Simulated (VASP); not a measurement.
Set up this calculation in VASP 6.6.1, as the native input.

- Task: single point
- Functional: PBE-based global hybrid with 15 % exact exchange
- Potentials or basis: VASP PAW PBE potentials, release 64 (Ta_pv, N)
- Cutoff: 520 eV
- k mesh: 6 × 6 × 6
- Occupations: fermi-dirac, width 0.05 eV
- Spin: no spin polarisation
- Dipole correction: no
- Grid for exact exchange (PRECFOCK): Normal
- Share of exact exchange: 0.15
- Further INCAR settings: ALGO = Normal; EDIFF = 1e-06; NBANDS = 15

The system is TaN.

```xyz
2
Lattice="0.0000 2.1790 2.1790 2.1790 0.0000 2.1790 2.1790 2.1790 0.0000" Properties=species:S:1:pos:R:3 pbc="T T T"
Ta    2.1790    2.1790    2.1790
N     0.0000    0.0000    0.0000
```

One way to write it, as run:

POSCAR

```
TaN
1.0
    0.0000000000      2.1790013100      2.1790013100
    2.1790013100      0.0000000000      2.1790013100
    2.1790013100      2.1790013100      0.0000000000
Ta N
1 1
Direct
    0.5000000000      0.5000000000      0.5000000000
    0.0000000000      0.0000000000      0.0000000000
```

INCAR.step1

```
SYSTEM = TaN
ALGO     = Normal         ! electronic algorithm
EDIFF    = 1E-5           ! SCF threshold, eV
ENCUT    = 520            ! plane-wave cutoff, eV
GGA      = PE             ! functional
ISIF     = 2              ! what is computed and relaxed
ISMEAR   = -1             ! smearing method
LASPH    = .True.         ! aspherical terms in the spheres
LCHARG   = .False.        ! write CHGCAR
LREAL    = .False.        ! projectors in reciprocal space
LWAVE    = .True.         ! write WAVECAR
NBANDS   = 15             ! bands
NELM     = 80             ! most SCF steps
PREC     = Accurate       ! precision mode
SIGMA    = 0.05           ! smearing width, eV
```

INCAR.step2

```
SYSTEM = TaN
AEXX     = 0.15           ! exact-exchange fraction
ALGO     = Normal         ! electronic algorithm
EDIFF    = 1E-6           ! SCF threshold, eV
ENCUT    = 520            ! plane-wave cutoff, eV
GGA      = PE             ! functional
ISIF     = 2              ! what is computed and relaxed
ISMEAR   = -1             ! smearing method
ISTART   = 1            
LASPH    = .True.         ! aspherical terms in the spheres
LCHARG   = .False.        ! write CHGCAR
LHFCALC  = .True.         ! exact exchange
LREAL    = .False.        ! projectors in reciprocal space
LWAVE    = .False.        ! write WAVECAR
NBANDS   = 15             ! bands
NELM     = 80             ! most SCF steps
PREC     = Accurate       ! precision mode
PRECFOCK = Normal       
SIGMA    = 0.05           ! smearing width, eV
```

KPOINTS

```
k-points
0
Gamma
  6 6 6
  0 0 0
```

Potentials or basis: VASP PAW PBE potentials, release 64 (Ta_pv, N).

The run is started by

```bash
$ cat potpaw_PBE.64/Ta_pv/POTCAR potpaw_PBE.64/N/POTCAR > POTCAR
$ cp INCAR.step1 INCAR
$ mpirun -np 1 vasp_std > vasp.out
$ cp INCAR.step2 INCAR
$ mpirun -np 1 vasp_std > vasp.out
```

It gave:

* Pressure: 10.0 GPa
* Band gap on the k mesh: zero (bands 8 and 9 overlap by 5.02 eV)

Caveat: the k points lie up to 0.42 Å⁻¹ apart, too coarse for converged energies and pressures of a metal; the PAW data sets were made with another functional, which shifts forces and pressure a little; spin-orbit coupling is left out, which moves the levels of the heavy elements.

It took 32 min on 1 thread of Intel(R) Xeon(R) Platinum 8259CL CPU @ 2.50GHz (Skylake/Cascade Lake) (shared host), peak memory 0.16 GiB.
